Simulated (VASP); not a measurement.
PbSe:

```
Pb Se
1.0
     0.00000    3.53338    3.53338
     3.53338    0.00000    3.53338
     3.53338    3.53338    0.00000
Pb Se
1 1
Cartesian
  0.0000 0.0000 0.0000
  5.3001 5.3001 5.3001
```

| Quantity | Value |
| --- | --- |
| Program | VASP 6.6.1 |
| Task | relaxation of cell and atoms |
| Functional | PBE |
| Potentials or basis | VASP PAW PBE potentials, release 64 (Pb_d, Se) |
| Cutoff | 600 eV |
| k mesh | 8 × 8 × 8 |
| Occupations | gaussian, width 0.02 eV |
| Spin | no spin polarisation |

At the start: pressure -1.9 GPa; volume 44.11 Å³/atom.

Question: How do energy, volume and symmetry change on relaxing?

Answer: Over 3 steps the energy falls by 19.0 meV/atom and the volume is 41.07 Å³/atom (-6.9 %); space group F-43m (No. 216, to 0.05 Å).

The path:
| step | energy change (eV) | largest force (eV/Å) | pressure (GPa) | volume (Å³) |
| --- | --- | --- | --- | --- |
| 1 | 0.0000 | 0.0000 | -1.88 | 88.23 |
| 2 | -0.0378 | 0.0000 | 0.14 | 81.78 |
| 3 | -0.0380 | 0.0000 | 0.01 | 82.15 |

Final structure:
```
CELL_PARAMETERS angstrom
0.00000 3.45025 3.45025
3.45025 0.00000 3.45025
3.45025 3.45025 0.00000
ATOMIC_POSITIONS crystal
Pb 0.00000 0.00000 0.00000
Se 0.75000 0.75000 0.75000
```
